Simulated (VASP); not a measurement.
Write the native input for VASP 6.6.1 that does the following.

```yaml
Task: single point
Functional: PBE
Potentials_or_basis: VASP PAW PBE potentials, release 64 (Gd, N)
Cutoff: 520 eV
k_mesh: 6 × 6 × 6
Occupations: gaussian, width 0.1 eV
Spin: collinear spin, ferromagnetic start
Starting_moments: "[7.0, 0.0] μB"
Dipole_correction: no
Further_INCAR_settings: ALGO = Normal; EDIFF = 1e-06; NBANDS = 22
```

The structure of GdN lies in POSCAR:

```
GdN
1.0
    0.0000000000      2.6703598386      2.6703598386
    2.6703598386      0.0000000000      2.6703598386
    2.6703598386      2.6703598386      0.0000000000
Gd N
1 1
Direct
    0.0000000000      0.0000000000      0.0000000000
    0.7500000000      0.7500000000      0.7500000000
```

The cell was generated, and may not be a known phase.

One way to write it, as run:

INCAR

```
SYSTEM = GdN
ALGO = Normal
EDIFF = 1E-6
ENCUT = 520
GGA = PE
ISIF = 2
ISMEAR = 0
ISPIN = 2
LASPH = .True.
LCHARG = .False.
LMAXMIX = 6
LORBIT = 11
LREAL = .False.
LWAVE = .False.
MAGMOM = 7 0
NBANDS = 22
NELM = 150
PREC = Accurate
SIGMA = 0.1
```

KPOINTS

```
k-points
0
Gamma
  6 6 6
  0 0 0
```

Potentials or basis: VASP PAW PBE potentials, release 64 (Gd, N).

Launch:

```sh
$ cat potpaw_PBE.64/Gd/POTCAR potpaw_PBE.64/N/POTCAR > POTCAR
$ mpirun -np 1 vasp_std > vasp.out
```

Results of the run:

| Item | Value |
| --- | --- |
| Pressure | 0.0 GPa |
| Band gap on the k mesh | 1.18 eV (least direct gap 1.87 eV) |
| Net moment | 7.00 μB per cell |
| Site moments | Gd +6.79; N -0.06 μB |
| Valence electrons inside the program's atomic spheres | Gd 15.27; N 3.67 |

Caveat: spin-orbit coupling is left out, which moves the levels of the heavy elements; a cell with one magnetic atom can't hold antiferromagnetic order, which such compounds often take; semilocal functionals describe open f shells poorly, which spoils levels, moments and volumes.

It took 37 s on 1 thread of Intel(R) Xeon(R) 6975P-C (Granite Rapids), on a shared host, peak memory 0.19 GiB.
